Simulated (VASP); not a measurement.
**Gd3PbC: single point with revPBE**

Crystal: Gd3PbC.

```xyz
5
Lattice="5.7887 0.0000 0.0000 0.0000 5.7887 0.0000 0.0000 0.0000 5.7887" Properties=species:S:1:pos:R:3 pbc="T T T"
Gd    0.0000    2.8944    2.8944
Gd    2.8944    2.8944    0.0000
Gd    2.8944    0.0000    2.8944
Pb    2.8944    2.8944    2.8944
C     0.0000    0.0000    0.0000
```

```json
{
 "Program": "VASP 6.6.1",
 "Task": "single point",
 "Functional": "revPBE",
 "Potentials or basis": "VASP PAW PBE potentials, release 64 (Gd, Pb_d, C)",
 "Cutoff": "520 eV",
 "k mesh": "5 × 5 × 5",
 "Occupations": "fermi-dirac, width 0.1 eV",
 "Spin": "collinear spin, ferromagnetic start",
 "Starting moments": "[9.1, 9.1, 9.1, 0.0, 0.0] μB"
}
```

| Property | Result |
| --- | --- |
| Pressure | 1.6 GPa |
| Net moment | 20.97 μB per cell |
| Site moments | Gd +6.77; Pb -0.06; C -0.52 μB |
| Valence electrons inside the program's atomic spheres | Gd 15.22; Pb 12.53; C 1.99 |

Levels at points of the mesh, in eV from the Fermi level:
Spin up:
```
           k point  band 44  band 45  band 46  band 47  band 48
(0.00, 0.00, 0.00)    -0.71    -0.55    -0.55    -0.43    -0.43
```
Spin down:
```
           k point  band 21  band 22  band 23  band 24  band 25  band 26  band 27  band 28  band 29  band 30
(0.00, 0.00, 0.00)    -0.83    -0.83    -0.73    -0.18    -0.18    -0.18     0.31     0.33     0.33     0.33
```

Wall time 17 min on 1 thread of Intel(R) Xeon(R) Platinum 8488C (Sapphire Rapids) (shared host), peak memory 0.51 GiB.

Caveat: the highest band is partly filled, so the run has too few bands; the PAW data sets were made with another functional, which shifts forces and pressure a little; spin-orbit coupling is left out, which moves the levels of the heavy elements; semilocal functionals describe open f shells poorly, which spoils levels, moments and volumes. The state reached can hang on the start; a lower one may exist.
